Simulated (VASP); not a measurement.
BiTe, 2 atoms in the cell. Symmetry: I4mm, No. 107, tetragonal system. Conventional cell: a = 4.575 Å, b = 4.575 Å, c = 6.470 Å, α = 90.00°, β = 90.00°, γ = 90.00°. Within 4.1 Å of Bi (site symmetry 4mm) lie 6 Te at 3.14 to 3.33 Å. Te (site symmetry 4mm) has 6 Bi at 3.14 to 3.33 Å within 4.1 Å. 

| Item | Value |
| --- | --- |
| Program | VASP 6.6.1 |
| Task | single point |
| Functional | PBE |
| Potentials or basis | VASP PAW PBE potentials, release 64 (Bi_d, Te) |
| Cutoff | 520 eV |
| k mesh | 6 × 6 × 6 |
| Occupations | fermi-dirac, width 0.1 eV |
| Spin | no spin polarisation |
| Dipole correction | no |
| Further INCAR settings | ALGO = Normal; EDIFF = 1e-06; NBANDS = 18 |

Potentials or basis: VASP PAW PBE potentials, release 64 (Bi_d, Te).

Run with:

```console
$ cat potpaw_PBE.64/Bi_d/POTCAR potpaw_PBE.64/Te/POTCAR > POTCAR
$ mpirun -np 1 vasp_std > vasp.out
```

Hardware: 1 thread of AMD EPYC 7R13 (shared host).

Estimate the wall time of this run.

Run time: 57 s on 1 thread of AMD EPYC 7R13 (shared host), peak memory 0.19 GiB. Counts: scf iterations 11, k points 30.
